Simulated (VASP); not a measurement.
# NbAl7N8 in VASP: single point with PBEsol+U

Aim: the single point of NbAl7N8 with PBEsol+U.

All numbers are computed with VASP 6.6.1; they aren't measurements. Logs are shortened: lines on timing, memory, paths and dates and some standing lists are left out, and cuts for length are marked.

### Step 1. The cell of the first run

The typed cell holds 16 atoms: a = 6.220 Å, b = 6.220 Å, c = 4.980 Å, α = 90.00°, β = 90.00°, γ = 120.00°.

### Step 2. Single point, PBEsol+U, collinear spin, zero start

INCAR reads:

```
PREC     = Accurate       # precision mode
ENCUT    = 520            # plane-wave cutoff, eV
EDIFF    = 1E-7           # SCF threshold, eV
ISMEAR   = 0              # smearing method
SIGMA    = 0.05           # smearing width, eV
LREAL    = Auto         
LASPH    = T              # aspherical terms in the spheres
NELM     = 150            # most SCF steps
ALGO     = Normal         # electronic algorithm
ISIF     = 2              # what is computed and relaxed
LWAVE    = F              # write WAVECAR
LCHARG   = T              # write CHGCAR
ISPIN    = 2              # spin polarisation
MAGMOM   = 0 0 0 0 0 0 0 0 0 0 0 0 0 0 0 0 # initial moments
LORBIT   = 11             # projections on sites
NUPDOWN  = 0.0            # fixed moment
LMAXMIX  = 4              # l up to which the mixer works
LDAU     = T              # DFT+U
LDAUTYPE = 2            
LDAUL    = 2 -1 -1        # shell
LDAUU    = 2 0 0          # U, eV
LDAUJ    = 0 0 0        
LDAUPRINT= 1            
GGA      = PS             # functional
LELF     = T              # ELF
LVHAR    = T            
NBANDS   = 55             # bands
```

KPOINTS reads:

```
regular mesh
0
Gamma
  3 3 4
```

POSCAR reads:

```
NbAl7N8
1.0
    6.2200009000      0.0000000000      0.0000000000
   -3.1100004000      5.3866788000      0.0000000000
    0.0000000000      0.0000000000      4.9800000000
Nb Al N
1 7 8
Direct
    0.3338417743      0.1666276143      0.9651237301
    0.3342406972      0.6668325378      0.0049829633
    0.8337097530      0.1663245265      0.0050034951
    0.8336936286      0.6668201850      0.0050110067
    0.1637037653      0.3368497293      0.4970635264
    0.1636873568      0.8262611323      0.4970751282
    0.6742438362      0.3368391606      0.4970901299
    0.6672381422      0.8333371740      0.5015561599
    0.3338759008      0.1666459026      0.4321118678
    0.3365163943      0.6679721355      0.3802378052
    0.8325784308      0.1640550719      0.3802522820
    0.8325734744      0.6679534474      0.3802579307
    0.1519303112      0.3486090891      0.8740846827
    0.1519190416      0.8027449092      0.8741002976
    0.6977341548      0.3485889324      0.8741258016
    0.6672264891      0.8333369640      0.8824691579
```

Potentials or basis: VASP PAW PBE potentials, release 64 (Nb_sv, Al, N).

Command:

```
$ cat potpaw_PBE.64/Nb_sv/POTCAR potpaw_PBE.64/Al/POTCAR potpaw_PBE.64/N/POTCAR > POTCAR
$ mpirun -np 1 vasp_std > vasp.out
```

OUTCAR:

```text
PREC = Accurate
   ENCUT = 520
   EDIFF = 1E-7
   ISMEAR = 0
   LREAL = Auto
   LASPH = T
   NELM = 150
   ISIF = 2
   ISPIN = 2
   LORBIT = 11
   NUPDOWN = 0.0
   GGA = PS

 ion  position               nearest neighbor table
   1  0.334  0.167  0.965-  14 2.01  15 2.01  13 2.01   9 2.33   6 2.97   5 2.97   7 2.97   4 3.12
                             3 3.12   2 3.12   2 3.12   3 3.12   4 3.12
   2  0.334  0.667  0.005-  13 1.84  14 1.84  10 1.87  16 1.89   5 3.03   6 3.03   8 3.05   8 3.08
                             6 3.09   5 3.09   4 3.11   3 3.11   3 3.11   4 3.11   1 3.12   1 3.12
   3  0.834  0.166  0.005-  13 1.84  15 1.84  11 1.87  16 1.89   5 3.03   7 3.03   8 3.05   8 3.08
                             7 3.09   5 3.09   2 3.11   4 3.11   4 3.11   2 3.11   1 3.12   1 3.12
   4  0.834  0.667  0.005-  15 1.84  14 1.84  12 1.87  16 1.89   6 3.03   7 3.03   8 3.05   8 3.08
                             7 3.09   6 3.09   2 3.11   3 3.11   3 3.11   2 3.11   1 3.12   1 3.12
   5  0.164  0.337  0.497-   9 1.86  11 1.88  10 1.88  13 1.88   1 2.97   3 3.03   2 3.03   6 3.04
                             7 3.04   2 3.09   3 3.09   8 3.11   8 3.11   7 3.18   6 3.18
   6  0.164  0.826  0.497-   9 1.86  12 1.88  10 1.88  14 1.88   1 2.97   4 3.03   2 3.03   5 3.04
                             7 3.04   2 3.09   4 3.09   8 3.11   8 3.11   7 3.18   5 3.18
   7  0.674  0.337  0.497-   9 1.86  12 1.88  11 1.88  15 1.88   1 2.97   4 3.03   3 3.03   6 3.04
                             5 3.04   3 3.09   4 3.09   8 3.11   8 3.11   5 3.18   6 3.18
   8  0.667  0.833  0.502-  12 1.88  11 1.88  10 1.88  16 1.90   4 3.05   3 3.05   2 3.05   2 3.08
                             4 3.08   3 3.08   6 3.11   5 3.11   7 3.11   7 3.11   5 3.11   6 3.11
   9  0.334  0.167  0.432-   7 1.86   5 1.86   6 1.86   1 2.33
  10  0.337  0.668  0.380-   2 1.87   6 1.88   5 1.88   8 1.88
  11  0.833  0.164  0.380-   3 1.87   5 1.88   7 1.88   8 1.88
  12  0.833  0.668  0.380-   4 1.87   6 1.88   7 1.88   8 1.88
  13  0.152  0.349  0.874-   2 1.84   3 1.84   5 1.88   1 2.01
  14  0.152  0.803  0.874-   4 1.84   2 1.84   6 1.88   1 2.01
  15  0.698  0.349  0.874-   4 1.84   3 1.84   7 1.88   1 2.01
  16  0.667  0.833  0.882-   2 1.89   4 1.89   3 1.89   8 1.90

  LATTYP: Found a hexagonal cell.
 ALAT       =     6.2200009000
 C/A-ratio  =     0.8006429710

  Lattice vectors:

 A1 = (   6.2200009000,   0.0000000000,   0.0000000000)
 A2 = (  -3.1100004000,   5.3866788000,   0.0000000000)
 A3 = (   0.0000000000,   0.0000000000,   4.9800000000)

Analysis of symmetry for initial positions (statically):
=====================================================================
 Subroutine PRICEL returns:
 Original cell was already a primitive cell.

 Routine SETGRP: Setting up the symmetry group for a
 hexagonal supercell.

 Subroutine GETGRP returns: Found  1 space group operations
 (whereof  1 operations were pure point group operations)
 out of a pool of 24 trial point group operations.

The static configuration has the point symmetry C_1 .

Analysis of symmetry for dynamics (positions and initial velocities):
=====================================================================
 Subroutine PRICEL returns:
 Original cell was already a primitive cell.

 Routine SETGRP: Setting up the symmetry group for a
 hexagonal supercell.

 Subroutine GETGRP returns: Found  1 space group operations
 (whereof  1 operations were pure point group operations)
 out of a pool of 24 trial point group operations.

The dynamic configuration has the point symmetry C_1 .

Analysis of structural, dynamic, and magnetic symmetry:
=====================================================================
 Subroutine PRICEL returns:
 Original cell was already a primitive cell.

 Routine SETGRP: Setting up the symmetry group for a
 hexagonal supercell.

 Subroutine GETGRP returns: Found  1 space group operations
 (whereof  1 operations were pure point group operations)
 out of a pool of 24 trial point group operations.

The overall configuration has the point symmetry C_1 .

 Subroutine INISYM returns: Found  1 space group operations
 (whereof  1 operations are pure point group operations),
 and found     1 'primitive' translations

----------------------------------------------------------------------------------------

                                     Primitive cell

  volume of cell :     166.8556

  direct lattice vectors                    reciprocal lattice vectors
     6.220000900  0.000000000  0.000000000     0.160771681  0.092821572  0.000000000
[... 140 lines left out ...]
   IVDW    =     0    specifies the selected vdW correction
   LEPSILON=     F    determine dielectric tensor
   LRPA    =     F    only Hartree local field effects (RPA)
 spin polarized calculation
 Gauss-broadening in eV      SIGMA  =   0.05
  energy-cutoff  :      520.00
  volume of cell :      166.86
 maximum number of plane-waves:      4554
 NGX is ok and might be reduce to    48
   NGX = 23   NGY = 23   NGZ = 19

 number of electron      73.9999996 magnetization      -0.0000000

atom =   1  type =  1  l = 2

 onsite density matrix

spin component  1

  0.2064 -0.0000 -0.0000 -0.0052  0.0000
 -0.0000  0.3228 -0.0000 -0.0000 -0.0052
 -0.0000 -0.0000  0.1648  0.0000  0.0000
 -0.0052 -0.0000  0.0000  0.3229 -0.0000
  0.0000 -0.0052  0.0000 -0.0000  0.2064

spin component  2

  0.2064 -0.0000 -0.0000 -0.0052  0.0000
 -0.0000  0.3228 -0.0000  0.0000 -0.0052
 -0.0000 -0.0000  0.1648  0.0000  0.0000
 -0.0052  0.0000  0.0000  0.3229 -0.0000
  0.0000 -0.0052  0.0000 -0.0000  0.2064

 occupancies and eigenvectors

  o =  0.1648  v =  0.0001 -0.0000  1.0000 -0.0000 -0.0004  0.0000  0.0000  0.0000  0.0000  0.0000      0.0000  0.0000  0.0000  0.0000  0.0000  0.0000  0.0000  0.0000  0.0000  0.0000
  o =  0.1648  v =  0.0000  0.0000  0.0000  0.0000  0.0000  0.0000 -0.0000  1.0000 -0.0000 -0.0003      0.0000  0.0000  0.0000  0.0000  0.0000  0.0000  0.0000  0.0000  0.0000  0.0000
  o =  0.2061  v =  0.0000  0.0000  0.0000  0.0000  0.0000  0.4521 -0.0395 -0.0003  0.0200 -0.8909      0.0000  0.0000  0.0000  0.0000  0.0000  0.0000  0.0000  0.0000  0.0000  0.0000
  o =  0.2061  v = -0.3206  0.0420  0.0004 -0.0140  0.9462  0.0000  0.0000  0.0000  0.0000  0.0000      0.0000  0.0000  0.0000  0.0000  0.0000  0.0000  0.0000  0.0000  0.0000  0.0000
  o =  0.2062  v =  0.9462  0.0144  0.0001  0.0419  0.3206  0.0000  0.0000  0.0000  0.0000  0.0000      0.0000  0.0000  0.0000  0.0000  0.0000  0.0000  0.0000  0.0000  0.0000  0.0000
  o =  0.2062  v =  0.0000  0.0000  0.0000  0.0000  0.0000 -0.8909 -0.0201 -0.0001 -0.0395 -0.4521      0.0000  0.0000  0.0000  0.0000  0.0000  0.0000  0.0000  0.0000  0.0000  0.0000
  o =  0.3230  v = -0.0023  0.9978 -0.0000  0.0482 -0.0443  0.0000  0.0000  0.0000  0.0000  0.0000      0.0000  0.0000  0.0000  0.0000  0.0000  0.0000  0.0000  0.0000  0.0000  0.0000
  o =  0.3230  v =  0.0000  0.0000  0.0000  0.0000  0.0000  0.0124  0.9588 -0.0000 -0.2805 -0.0425      0.0000  0.0000  0.0000  0.0000  0.0000  0.0000  0.0000  0.0000  0.0000  0.0000
  o =  0.3231  v =  0.0000  0.0000  0.0000  0.0000  0.0000 -0.0425  0.2805  0.0000  0.9588 -0.0125      0.0000  0.0000  0.0000  0.0000  0.0000  0.0000  0.0000  0.0000  0.0000  0.0000
  o =  0.3231  v = -0.0442 -0.0483  0.0000  0.9979  0.0020  0.0000  0.0000  0.0000  0.0000  0.0000      0.0000  0.0000  0.0000  0.0000  0.0000  0.0000  0.0000  0.0000  0.0000  0.0000

 number of electron      73.9999996 magnetization       0.0000000

 Free energy of the ion-electron system (eV)
  ---------------------------------------------------
  ext. energy  EPLUGINS =         0.00000000
  ---------------------------------------------------
  free energy    TOTEN  =      -125.85345228 eV

  energy without entropy =     -125.85226637  energy(sigma->0) =     -125.85285932

 E-fermi :  10.1309     XC(G=0): -11.4230

 val. band max:       10.0512899425   @ k =   0.0000   0.0000   0.2500
 cond. band min:      10.2068625902   @ k =   0.0000  -0.3333   0.2500
 fundamental gap:      0.1555726477
 Fermi energy:        10.1308862160

 spin component 1

 k-point     1 :       0.0000    0.0000    0.0000
  band No.  band energies     occupation
      1     -46.3351      1.00000
      2     -22.7220      1.00000
      3     -22.7218      1.00000
      4     -22.3543      1.00000
      5      -8.5639      1.00000
      6      -6.6143      1.00000
[... 977 lines left out ...]
     48      14.4128      0.00000
     49      15.1618      0.00000
 Fermi energy:        10.1308860879

 spin component 2

 k-point     1 :       0.0000    0.0000    0.0000
  band No.  band energies     occupation
      1     -46.3351      1.00000
      2     -22.7220      1.00000
      3     -22.7218      1.00000
      4     -22.3543      1.00000
      5      -8.5639      1.00000
      6      -6.6143      1.00000
[... 977 lines left out ...]
     48      14.4128      0.00000
     49      15.1618      0.00000
 [bands above 49 left out]

------------------------ aborting loop because EDIFF is reached ----------------------------------------

  FORCE on cell =-STRESS in cart. coord.  units (eV):
  Direction    XX          YY          ZZ          XY          YZ          ZX
  --------------------------------------------------------------------------------------
  -------------------------------------------------------------------------------------
  Total       12.8142663     12.8137623      4.3584577     -0.0000368     -0.0003121      0.0003139
  in kB      123.0448541    123.0400149     41.8506828     -0.0003537     -0.0029966      0.0030143
  external PRESSURE =      95.9785172 kB  Pullay stress =       0.0000000 kB

 VOLUME and BASIS-vectors are now :
 -----------------------------------------------------------------------------
  energy-cutoff  :      520.00
  volume of cell :      166.86
      direct lattice vectors                 reciprocal lattice vectors
     6.220000900  0.000000000  0.000000000     0.160771681  0.092821572  0.000000000
    -3.110000400  5.386678800  0.000000000     0.000000000  0.185643146  0.000000000
     0.000000000  0.000000000  4.980000000     0.000000000  0.000000000  0.200803213

 POSITION                                       TOTAL-FORCE (eV/Angst)
 -----------------------------------------------------------------------------------
      1.55828      0.89757      4.80632         0.001104      0.000906     -0.536551
      0.00513      3.59201      0.02482         0.149736      0.086783      0.186525
      4.66841      0.89594      0.02492         0.001365     -0.174351      0.186100
      3.11176      3.59195      0.02495        -0.151605      0.086312      0.185503
     -0.02937      1.81450      2.47538         0.008152     -0.005448     -0.038964
     -1.55154      4.45080      2.47543         0.001148      0.010499     -0.039747
[... 8 lines left out ...]
      3.25580      1.87774      4.35315        -0.186922     -0.107769      0.069626
      1.55847      4.48892      4.39470        -0.000296      0.000132     -0.044031
 -----------------------------------------------------------------------------------
    total drift:                                0.001681     -0.004004      0.012082

  FREE ENERGIE OF THE ION-ELECTRON SYSTEM (eV)
  ---------------------------------------------------
  free  energy   TOTEN  =      -125.8534522766 eV

  energy  without entropy=     -125.8522663724  energy(sigma->0) =     -125.85285932

 total charge

# of ion       s       p       d       tot
------------------------------------------
    1        2.193   6.044   2.412  10.649
    2        0.375   0.469   0.000   0.845
    3        0.375   0.469   0.000   0.845
    4        0.375   0.469   0.000   0.845
    5        0.371   0.455   0.000   0.826
    6        0.371   0.455   0.000   0.826
[... 8 lines left out ...]
   15        1.236   2.648   0.000   3.884
   16        1.219   2.621   0.000   3.840
--------------------------------------------------
tot         14.607  30.335   2.412  47.354

 magnetization (x)

# of ion       s       p       d       tot
------------------------------------------
    1       -0.000   0.000  -0.000  -0.000
    2       -0.000  -0.000   0.000  -0.000
    3        0.000   0.000   0.000   0.000
    4        0.000   0.000   0.000   0.000
    5        0.000   0.000   0.000   0.000
    6       -0.000  -0.000   0.000  -0.000
[... 8 lines left out ...]
   15        0.000  -0.000   0.000  -0.000
   16        0.000   0.000   0.000   0.000
--------------------------------------------------
tot          0.000  -0.000  -0.000  -0.000
```

Run time: 9.9 min. Hardware: 1 thread of AMD EPYC 9R45 (Zen 5), shared host; peak memory 0.45 GiB.

Results:

| Item | Value |
| --- | --- |
| Free energy | -125.8535 eV |
| Pressure | 9.6 GPa |
| Largest force | 0.537 eV/Å |
| Net moment | 0.00 μB per cell |
| Valence electrons inside the program's atomic spheres | Nb 10.65; Al 0.84, 0.83, 0.82 (each value once); N 3.80, 3.86, 3.88, 3.84 (each value once) |

Forces in eV/Å, atoms in the order of the input:
```
Nb   0.001  0.001 -0.537
Al   0.150  0.087  0.187
Al   0.001 -0.174  0.186
Al  -0.152  0.086  0.186
Al   0.008 -0.005 -0.039
Al   0.001  0.010 -0.040
Al  -0.008 -0.005 -0.040
Al  -0.002  0.000  0.022
N   -0.001  0.000 -0.286
N   -0.028 -0.016  0.066
N    0.000  0.032  0.065
N    0.027 -0.015  0.065
N    0.188 -0.108  0.070
N    0.000  0.217  0.070
N   -0.187 -0.108  0.070
N    0.000  0.000 -0.044
```

Stress tensor (GPa, compression positive):
```
12.30  0.00  0.00
 0.00 12.30  0.00
 0.00  0.00  4.19
```

Eigenvalues of the final occupation matrices:
| site | spin | trace | eigenvalues |
| --- | --- | --- | --- |
| site 1 d | 1 | 1.22 | 0.16 0.21 0.21 0.32 0.32 |
| site 1 d | 2 | 1.22 | 0.16 0.21 0.21 0.32 0.32 |

Caveat: the k points lie up to 0.39 Å⁻¹ apart; the PAW data sets were made with another functional, which shifts forces and pressure a little; the total moment is fixed, so each spin has its own Fermi level.
